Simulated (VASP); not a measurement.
Runs of VASP 6.6.1 on ZrO5. The structure is that of space group F-43m (No. 216), or close to it. The cells are those of the table. 

```tsv
task	cell	k mesh	cutoff (eV)	k mesh for the DOS	occupations for the DOS	gap on the mesh (eV)	pressure (GPa)	largest force (eV/Å)
single point	a = 4.203 Å, angles 60.0°, 6 atoms	6 × 6 × 6	520	-	-	none	-0.2	0.01
relaxation of cell and atoms	relaxed from a = 4.352 Å, angles 60.0°, 6 atoms	6 × 6 × 6	600	-	-	none	0.5	0.01
single point	a = 4.203 Å, angles 60.0°, 6 atoms	12 × 12 × 12	520	-	-	none	-0.1	0.01
relaxation of cell and atoms	relaxed from a = 4.203 Å, angles 60.0°, 6 atoms	12 × 12 × 12	600	-	-	none	0.1	-
single point	a = 4.352 Å, angles 60.0°, 6 atoms	6 × 6 × 6	520	-	-	none	(a)	0.47
```

Alike in all rows: level PBE; potentials or basis VASP PAW PBE potentials, release 64 (Zr_sv, O); no spin polarisation; smearing gaussian 0.1 eV.

Fill in the values left out.

(a) -17.1.

A k mesh can miss the band edges, and the runs leave out spin-orbit coupling on Zr.

A gap of «none» marks levels without a gap at the run's occupations.
